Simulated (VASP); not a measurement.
# WC (P-6m2) in VASP: notebook

Runs on WC. Level: PBE. Tasks: single point.

Everything below comes from runs of VASP 6.6.1. Logs are shortened: lines on timing, memory, paths and dates and some standing lists are left out, and cuts for length are marked.

## Step 1: The cell of the first run

It takes space group P-6m2 (No. 187, hexagonal). The conventional cell has a = 2.901 Å, b = 2.901 Å, c = 2.829 Å, α = 90.00°, β = 90.00°, γ = 120.00°. Within 3.0 Å of W (site symmetry -6m2) lie 6 C at 2.19 Å and 8 W at 2.83 to 2.90 Å. C (site symmetry -6m2) has 6 W at 2.19 Å and 8 C at 2.83 to 2.90 Å within 3.0 Å.

## Step 2: Single point, PBE

File INCAR:

```
ALGO = Normal
EDIFF = 1E-6
ENCUT = 520
GGA = PE
ISIF = 2
ISMEAR = -1
LASPH = T
LCHARG = F
LREAL = F
LWAVE = F
NBANDS = 16
NELM = 60
PREC = Accurate
SIGMA = 0.05
```

File KPOINTS:

```
k-points
0
Gamma
  14 14 13
```

File POSCAR:

```
WC
1.0
    2.9005014360      0.0000000000      0.0000000000
   -1.4502507180      2.5119079273      0.0000000000
    0.0000000000      0.0000000000      2.8290000000
W C
1 1
Direct
    0.0000000000      0.0000000000      0.0000000000
    0.6666666667      0.3333333333      0.5000000000
```

Potentials or basis: VASP PAW PBE potentials, release 64 (W_sv, C).

On the command line:

```console
cat potpaw_PBE.64/W_sv/POTCAR potpaw_PBE.64/C/POTCAR > POTCAR
mpirun -np 1 vasp_std > vasp.out
```

OUTCAR:

```text
EDIFF = 1E-6
   ENCUT = 520
   GGA = PE
   ISIF = 2
   ISMEAR = -1
   LASPH = T
   LREAL = F
   NELM = 60
   PREC = Accurate

 ion  position               nearest neighbor table
   1  0.000  0.000  0.000-   2 2.19   2 2.19   2 2.19   2 2.19   2 2.19   2 2.19
   2  0.667  0.333  0.500-   1 2.19   1 2.19   1 2.19   1 2.19   1 2.19   1 2.19

  LATTYP: Found a hexagonal cell.
 ALAT       =     2.9005014360
 C/A-ratio  =     0.9753485949

  Lattice vectors:

 A1 = (   2.9005014360,   0.0000000000,   0.0000000000)
 A2 = (  -1.4502507180,   2.5119079273,   0.0000000000)
 A3 = (   0.0000000000,   0.0000000000,   2.8290000000)

Analysis of symmetry for initial positions (statically):
=====================================================================
 Subroutine PRICEL returns:
 Original cell was already a primitive cell.

 Routine SETGRP: Setting up the symmetry group for a
 hexagonal supercell.

 Subroutine GETGRP returns: Found 12 space group operations
 (whereof 12 operations were pure point group operations)
 out of a pool of 24 trial point group operations.

The static configuration has the point symmetry D_3h.

Analysis of symmetry for dynamics (positions and initial velocities):
=====================================================================
 Subroutine PRICEL returns:
 Original cell was already a primitive cell.

 Routine SETGRP: Setting up the symmetry group for a
 hexagonal supercell.

 Subroutine GETGRP returns: Found 12 space group operations
 (whereof 12 operations were pure point group operations)
 out of a pool of 24 trial point group operations.

The dynamic configuration has the point symmetry D_3h.

 Subroutine INISYM returns: Found 12 space group operations
 (whereof 12 operations are pure point group operations),
 and found     1 'primitive' translations

----------------------------------------------------------------------------------------

                                     Primitive cell

  volume of cell :      20.6115

  direct lattice vectors                    reciprocal lattice vectors
[... 75 lines left out ...]
   NGX,Y,Z   is equivalent  to a cutoff of  13.76, 13.76, 14.10 a.u.
   NGXF,Y,Z  is equivalent  to a cutoff of  27.51, 27.51, 28.21 a.u.
 SYSTEM =  unknown system
   PREC   = accura    normal or accurate (medium, high low for compatibility)
   ISTART =      0    job   : 0-new  1-cont  2-samecut
   ICHARG =      2    charge: 1-file 2-atom 10-const
   ISPIN  =      1    spin polarized calculation?
   LNONCOLLINEAR =      F non collinear calculations
   LSORBIT =      F    spin-orbit coupling
   LASPH  =      T    aspherical Exc in radial PAW
   ENCUT  =  520.0 eV  38.22 Ry    6.18 a.u.   5.39  5.39  5.26*2*pi/ulx,y,z
   NELM   =     60;   NELMIN=  2; NELMDL= -5     # of ELM steps
   EDIFF  = 0.1E-05   stopping-criterion for ELM
   LREAL  =      F    real-space projection
   EDIFFG = 0.1E-04   stopping-criterion for IOM
   NSW    =      0    number of steps for IOM
   IBRION =     -1    ionic relax: 0-MD 1-quasi-New 2-CG
   NFREE  =      0    steps in history (QN), initial steepest desc. (CG)
   ISIF   =      2    stress and relaxation
   ISYM   =      2    0-nonsym 1-usesym 2-fastsym
   POTIM  = 0.5000    time-step for ionic-motion
   TEBEG  =    0.0;   TEEND  =   0.0 temperature during run
   PSTRESS=    0.0 pullay stress
   NELECT =      18.0000    total number of electrons
   NUPDOWN=      -1.0000    fix difference up-down
   EMIN   =  10.00;   EMAX   =-10.00  energy-range for DOS
   EFERMI =   0.00;   METHOD = LEGACY
   ISMEAR =    -1;   SIGMA  =   0.05  broadening in eV -4-tet -1-fermi 0-gaus
   EFERMI_NEDOS =   21; number of points for ismear=-14 and -15
   IALGO  =     38    algorithm
   IMIX   =      4    mixing-type and parameters
     AMIX     =   0.40;   BMIX     =  1.00
     AMIX_MAG =   1.60;   BMIX_MAG =  1.00
  volume/ion in A,a.u.               =      10.31        69.55
  Fermi-wavevector in a.u.,A,eV,Ry     =   1.564813  2.957068 33.315762  2.448639
  Thomas-Fermi vector in A             =   2.667381
   LORBIT       =      0    0 simple, 1 ext, 2 COOP (PROOUT), +10 PAW based schemes
   GGA     = PE    functional components
   LHFCALC =     F    Hartree Fock is set to
   AEXX    =    0.0000 exact exchange contribution
   IVDW    =     0    specifies the selected vdW correction
   LEPSILON=     F    determine dielectric tensor
   LRPA    =     F    only Hartree local field effects (RPA)
 non-spin polarized calculation
  energy-cutoff  :      520.00
  volume of cell :       20.61
 maximum number of plane-waves:       580
 NGX is ok and might be reduce to    24
   NGX = 11   NGY = 11   NGZ = 11

 number of electron      18.0000001 magnetization

 Free energy of the ion-electron system (eV)
  ---------------------------------------------------
  ext. energy  EPLUGINS =         0.00000000
  ---------------------------------------------------
  free energy    TOTEN  =       -22.43561149 eV

  energy without entropy =      -22.43307547  energy(sigma->0) =      -22.43434348

 E-fermi :  11.1716     XC(G=0): -13.8380

 val. band max:       11.1409392097   @ k =   0.4286   0.0714   0.4615
 cond. band min:      11.2329826583   @ k =   0.5000   0.0000   0.3846
 fundamental gap:      0.0920434487
 Fermi energy:        11.1715508679

 k-point     1 :       0.0000    0.0000    0.0000
  band No.  band energies     occupation
      1     -62.8126      2.00000
      2     -26.7917      2.00000
      3     -26.6899      2.00000
      4     -26.6899      2.00000
      5      -3.3273      2.00000
      6       6.8257      2.00000
[... 433 lines left out ...]
      3     -27.2004      2.00000
      4     -26.6642      2.00000
      5       0.7573      2.00000
      6       4.5337      2.00000
[... 8 lines left out ...]
     15      26.4973      0.00000
     16      27.4996      0.00000

 [... further k-points ...]
[... 5 lines left out ...]
  --------------------------------------------------------------------------------------
  -------------------------------------------------------------------------------------
  Total        1.1960926      1.1960926      1.3384008      0.0000000     -0.0000000     -0.0000000
  in kB       92.9748841     92.9748841    104.0368120      0.0000000     -0.0000000     -0.0000000
  external PRESSURE =      96.6621934 kB  Pullay stress =       0.0000000 kB

 VOLUME and BASIS-vectors are now :
 -----------------------------------------------------------------------------
  energy-cutoff  :      520.00
  volume of cell :       20.61
      direct lattice vectors                 reciprocal lattice vectors
     2.900501436  0.000000000  0.000000000     0.344767973  0.199051882  0.000000000
    -1.450250718  2.511907927  0.000000000     0.000000000  0.398103764  0.000000000
     0.000000000  0.000000000  2.829000000     0.000000000  0.000000000  0.353481796

 POSITION                                       TOTAL-FORCE (eV/Angst)
 -----------------------------------------------------------------------------------
      0.00000      0.00000      0.00000         0.000000      0.000000      0.000000
      1.45025      0.83730      1.41450        -0.000000     -0.000000      0.000000
 -----------------------------------------------------------------------------------
    total drift:                                0.000000     -0.000000      0.000000

  FREE ENERGIE OF THE ION-ELECTRON SYSTEM (eV)
  ---------------------------------------------------
  free  energy   TOTEN  =       -22.4356114947 eV

  energy  without entropy=      -22.4330754658  energy(sigma->0) =      -22.43434348
```

OSZICAR:

```text
N       E                     dE             d eps       ncg     rms          rms(c)
DAV:   1     0.110635070447E+03    0.11064E+03   -0.93890E+03  5384   0.126E+03
DAV:   2    -0.222708576782E+02   -0.13291E+03   -0.12870E+03  6328   0.339E+02
DAV:   3    -0.254899990888E+02   -0.32191E+01   -0.32084E+01  6072   0.502E+01
DAV:   4    -0.255067876716E+02   -0.16789E-01   -0.16788E-01  6968   0.407E+00
DAV:   5    -0.255069115471E+02   -0.12388E-03   -0.12388E-03  6032   0.332E-01    0.329E+01
DAV:   6    -0.225140552012E+02    0.29929E+01   -0.57190E+00  6512   0.258E+01    0.877E+00
DAV:   7    -0.224633688755E+02    0.50686E-01   -0.42448E-01  5584   0.497E+00    0.632E+00
DAV:   8    -0.224370028802E+02    0.26366E-01   -0.61272E-02  5960   0.209E+00    0.111E+00
DAV:   9    -0.224356671149E+02    0.13358E-02   -0.32840E-03  6040   0.428E-01    0.118E-01
DAV:  10    -0.224356150991E+02    0.52016E-04   -0.30836E-04  6352   0.198E-01    0.686E-02
DAV:  11    -0.224356125843E+02    0.25147E-05   -0.17405E-05  6080   0.365E-02    0.102E-02
DAV:  12    -0.224356115622E+02    0.10222E-05   -0.33065E-06  5888   0.161E-02    0.160E-03
DAV:  13    -0.224356114947E+02    0.67412E-07   -0.12018E-07  2880   0.297E-03
   1 F= -.22435611E+02 E0= -.22434343E+02  d E =-.253603E-02
```

stdout:

```text
POSCAR found type information on POSCAR W C
 POSCAR found :  2 types and       2 ions
 scaLAPACK will be used
 LDA part: xc-table for (Slater+PW92), standard interpolation
 POSCAR, INCAR and KPOINTS ok, starting setup
 FFT: planning ... GRIDC
 FFT: planning ... GRID_SOFT
 FFT: planning ... GRID
 WAVECAR not read
 entering main loop
```

It took 20 s on 1 thread of Intel Xeon Platinum 8488C (Sapphire Rapids), shared host; peak memory 0.18 GiB.

What came out:

```yaml
Free_energy: -22.4356 eV
Pressure: 9.7 GPa
Band_gap_on_the_k_mesh: zero (bands 9 and 10 overlap by 1.32 eV)
```

Stress tensor (GPa, compression positive):
```
 9.30  0.00  0.00
 0.00  9.30  0.00
 0.00  0.00 10.40
```

Levels at points of the mesh, in eV from the Fermi level:
| k point | band 7 | band 8 | band 9 | band 10 | band 11 | band 12 |
| --- | --- | --- | --- | --- | --- | --- |
| (0.00, 0.00, 0.00) | -3.36 | -3.36 | 0.10 | 3.27 | 3.27 | 5.67 |
| (0.50, 0.00, 0.00) | -3.63 | -3.60 | -0.47 | 2.37 | 4.58 | 4.93 |

Caveat: the cell stands under pressure; spin-orbit coupling is left out, which moves the levels of the heavy elements.

## Step 3: Single point, PBE

File INCAR:

```
SYSTEM = WC
ALGO = Normal
EDIFF = 1E-7
ENCUT = 520
GGA = PE
ISIF = 2
ISMEAR = -1
LASPH = .TRUE.
LCHARG = .FALSE.
LREAL = .FALSE.
LWAVE = .FALSE.
NBANDS = 16
NELM = 60
PREC = Accurate
SIGMA = 0.05
```

File KPOINTS:

```
k-points
0
G
  14 14 13
  0 0 0
```

POSCAR is that of step 2.

Potentials or basis: VASP PAW PBE potentials, release 64 (W_sv, C).

On the command line:

```console
cat potpaw_PBE.64/W_sv/POTCAR potpaw_PBE.64/C/POTCAR > POTCAR
mpirun -np 1 vasp_std > vasp.out
```

It took 21 s on 1 thread of Intel Xeon Platinum 8488C (Sapphire Rapids), shared host; peak memory 0.17 GiB.

It converged, with:

| Quantity | Value |
| --- | --- |
| Free energy | -22.4356 eV |
| Pressure | 9.7 GPa |
| Band gap on the k mesh | zero (bands 9 and 10 overlap by 1.32 eV) |

Stress tensor (GPa, compression positive):
```
 9.30  0.00  0.00
 0.00  9.30  0.00
 0.00  0.00 10.40
```

Levels at points of the mesh, in eV from the Fermi level:
```
           k point  band 6  band 7  band 8  band 9  band 10  band 11  band 12  band 13
(0.00, 0.00, 0.00)   -4.35   -3.36   -3.36    0.10     3.27     3.27     5.67     5.67
(0.50, 0.00, 0.00)   -7.06   -3.63   -3.60   -0.47     2.37     4.58     4.93     6.91
```

Caveat: the cell stands under pressure; spin-orbit coupling is left out, which moves the levels of the heavy elements.

## Step 4: Single point, PBE, non-collinear spin, zero start, spin-orbit coupling

File INCAR:

```
SYSTEM = WC
  PREC = Accurate
  ENCUT = 520
  EDIFF = 1E-6
  ISMEAR = -1
  SIGMA = 0.05
  LREAL = .FALSE.
  LASPH = .TRUE.
  NELM = 150
  ALGO = Normal
  ISIF = 2
  LWAVE = .FALSE.
  LCHARG = .TRUE.
  MAGMOM = 0 0 0 0 0 0
  LORBIT = 11
  LSORBIT = .TRUE.
  GGA_COMPAT = .FALSE.
  LORBMOM = .TRUE.
  LMAXMIX = 4
  GGA = PE
  LVHAR = .TRUE.
  NBANDS = 30
```

File KPOINTS:

```
regular mesh
0
G
  14 14 13
  0 0 0
```

POSCAR is that of step 3.

Potentials or basis: VASP PAW PBE potentials, release 64 (W_sv, C).

On the command line:

```console
cat potpaw_PBE.64/W_sv/POTCAR potpaw_PBE.64/C/POTCAR > POTCAR
mpirun -np 1 vasp_ncl > vasp.out
```

OUTCAR:

```text
SYSTEM = WC
   PREC = Accurate
   ENCUT = 520
   EDIFF = 1E-6
   ISMEAR = -1
   LREAL = .FALSE.
   LASPH = .TRUE.
   NELM = 150
   ISIF = 2
   LORBIT = 11
   LSORBIT = .TRUE.
   GGA = PE

 ion  position               nearest neighbor table
   1  0.000  0.000  0.000-   2 2.19   2 2.19   2 2.19   2 2.19   2 2.19   2 2.19
   2  0.667  0.333  0.500-   1 2.19   1 2.19   1 2.19   1 2.19   1 2.19   1 2.19

  LATTYP: Found a hexagonal cell.
 ALAT       =     2.9005014360
 C/A-ratio  =     0.9753485949

  Lattice vectors:

 A1 = (   2.9005014360,   0.0000000000,   0.0000000000)
 A2 = (  -1.4502507180,   2.5119079273,   0.0000000000)
 A3 = (   0.0000000000,   0.0000000000,   2.8290000000)

Analysis of symmetry for initial positions (statically):
=====================================================================
 Subroutine PRICEL returns:
 Original cell was already a primitive cell.

 Routine SETGRP: Setting up the symmetry group for a
 hexagonal supercell.

 Subroutine GETGRP returns: Found 12 space group operations
 (whereof 12 operations were pure point group operations)
 out of a pool of 24 trial point group operations.

[... 1055 lines left out ...]
     0.0000000     0.0000000     0.0000000     0.0000000     0.0000000     0.0000000     0.0000000
     0.0000000     0.0000000     0.0000000     0.0000000     0.0000000     0.0000000     0.0000000
     0.0000000     0.0000000     0.0000000     0.0000000     0.0000000     0.0000000     0.0000000
     0.0000000     0.0000000     0.0000000     0.0000000     0.0000000     0.0000000     0.0000000
     0.0000000     0.0000000     0.0000000     0.0000000     0.0000000     0.0000000     0.0000000

 Ion:    2  E_soc:     -0.0002823
 l=   1
     0.0000000    -0.0000487    -0.0000438
    -0.0000487     0.0000000    -0.0000487
    -0.0000438    -0.0000487     0.0000000
 l=   2
     0.0000000     0.0000000     0.0000000     0.0000000     0.0000000
     0.0000000     0.0000000     0.0000000     0.0000000     0.0000000
     0.0000000     0.0000000     0.0000000     0.0000000     0.0000000
     0.0000000     0.0000000     0.0000000     0.0000000     0.0000000
     0.0000000     0.0000000     0.0000000     0.0000000     0.0000000
 l=   3
     0.0000000     0.0000000     0.0000000     0.0000000     0.0000000     0.0000000     0.0000000
     0.0000000     0.0000000     0.0000000     0.0000000     0.0000000     0.0000000     0.0000000
     0.0000000     0.0000000     0.0000000     0.0000000     0.0000000     0.0000000     0.0000000
     0.0000000     0.0000000     0.0000000     0.0000000     0.0000000     0.0000000     0.0000000
     0.0000000     0.0000000     0.0000000     0.0000000     0.0000000     0.0000000     0.0000000
     0.0000000     0.0000000     0.0000000     0.0000000     0.0000000     0.0000000     0.0000000
     0.0000000     0.0000000     0.0000000     0.0000000     0.0000000     0.0000000     0.0000000

 total charge

# of ion       s       p       d       tot
------------------------------------------
    1        2.350   6.435   3.424  12.210
    2        0.856   1.579   0.000   2.435
--------------------------------------------------
tot          3.206   8.014   3.424  14.645

 magnetization (x)

# of ion       s       p       d       tot
------------------------------------------
    1        0.000   0.000  -0.000  -0.000
    2        0.000   0.000   0.000   0.000
--------------------------------------------------
tot          0.000   0.000  -0.000  -0.000

 magnetization (y)

# of ion       s       p       d       tot
------------------------------------------
    1       -0.000   0.000  -0.000  -0.000
    2        0.000   0.000   0.000   0.000
--------------------------------------------------
tot         -0.000   0.000  -0.000  -0.000

 magnetization (z)

# of ion       s       p       d       tot
------------------------------------------
    1        0.000   0.000   0.000   0.000
    2       -0.000   0.000   0.000  -0.000
--------------------------------------------------
tot         -0.000   0.000   0.000  -0.000
```

OSZICAR:

```text
N       E                     dE             d eps       ncg     rms          rms(c)
DAV:   1     0.174791224690E+03    0.17479E+03   -0.93613E+03 16808   0.137E+03
DAV:   2    -0.166599822965E+02   -0.19145E+03   -0.18383E+03 17966   0.424E+02
DAV:   3    -0.261418000069E+02   -0.94818E+01   -0.93016E+01 20136   0.912E+01
DAV:   4    -0.262613879848E+02   -0.11959E+00   -0.11947E+00 17880   0.105E+01
DAV:   5    -0.262622697698E+02   -0.88178E-03   -0.88177E-03 19038   0.101E+00    0.329E+01
DAV:   6    -0.232449618802E+02    0.30173E+01   -0.54517E+00 19336   0.278E+01    0.847E+00
DAV:   7    -0.232167467321E+02    0.28215E-01   -0.58831E-01 17308   0.618E+00    0.652E+00
DAV:   8    -0.231894435229E+02    0.27303E-01   -0.73130E-02 18128   0.226E+00    0.176E+00
DAV:   9    -0.231873788422E+02    0.20647E-02   -0.29823E-03 18284   0.433E-01    0.454E-01
DAV:  10    -0.231871837209E+02    0.19512E-03   -0.10516E-03 18466   0.252E-01    0.110E-01
DAV:  11    -0.231871710671E+02    0.12654E-04   -0.11756E-04 17558   0.137E-01    0.389E-02
DAV:  12    -0.231871684061E+02    0.26610E-05   -0.69802E-06 18860   0.274E-02    0.890E-03
DAV:  13    -0.231871679885E+02    0.41755E-06   -0.12972E-06 14712   0.114E-02
   1 F= -.23187168E+02 E0= -.23185896E+02  d E =-.254349E-02  mag=    -0.0000    -0.0000     0.0000
```

It took 2.6 min on 1 thread of Intel Xeon Platinum 8488C (Sapphire Rapids), shared host; peak memory 0.38 GiB.

Results:

```yaml
Free_energy: -23.1872 eV
Pressure: 10.3 GPa
Net_moment: 0.00 μB per cell
Valence_electrons_inside_the_program's_atomic_spheres: W 12.21; C 2.44
```

Moments on the atoms (μB; x, y, z):
```
W   0.00 0.00 0.00
C   0.00 0.00 0.00
```

Caveat: the cell stands under pressure.

The gap in the log of VASP goes by the Fermi energy; the results here count the filled bands.